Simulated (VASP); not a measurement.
Set up this calculation in VASP 6.6.1, as the native input.

| Item | Value |
| --- | --- |
| Task | single point |
| Functional | PBE |
| Potentials or basis | VASP PAW PBE potentials, release 64 (Si, C) |
| Cutoff | 600 eV |
| k mesh | 8 × 8 × 8 |
| Occupations | gaussian, width 0.01 eV |
| Spin | no spin polarisation |
| Dipole correction | no |
| Further INCAR settings | ALGO = Normal; EDIFF = 1e-06; NBANDS = 11 |

The structure of SiC lies in POSCAR:

```
SiC
1.0
    0.0000000000      2.1319781411      2.1319781411
    2.1319781411      0.0000000000      2.1319781411
    2.1319781411      2.1319781411      0.0000000000
Si C
1 1
Direct
    0.0000000000      0.0000000000      0.0000000000
    0.7500000000      0.7500000000      0.7500000000
```

One way to write it, as run:

INCAR

```
SYSTEM = SiC
PREC = Accurate ; ENCUT = 600
EDIFF = 1E-6 ; ISMEAR = 0
SIGMA = 0.01 ; LREAL = .FALSE.
LASPH = .TRUE. ; NELM = 120
ALGO = Normal ; ISIF = 2
LWAVE = .FALSE. ; LCHARG = .FALSE.
GGA = PE ; NBANDS = 11
GGA_COMPAT = .FALSE.
```

KPOINTS

```
Automatic mesh
0
G
  8 8 8
  0 0 0
```

Potentials or basis: VASP PAW PBE potentials, release 64 (Si, C).

Run with:

```console
$ cat potpaw_PBE.64/Si/POTCAR potpaw_PBE.64/C/POTCAR > POTCAR
$ mpirun -np 1 vasp_std > vasp.out
```

It gave:

The pressure is 19.7 GPa. The band gap on the k mesh is 1.29 eV (least direct gap 4.60 eV).

Caveat: the cell stands under pressure.

Wall time 2.7 s on 1 thread of Intel(R) Xeon(R) 6975P-C (Granite Rapids), on a shared host, peak memory 0.13 GiB.
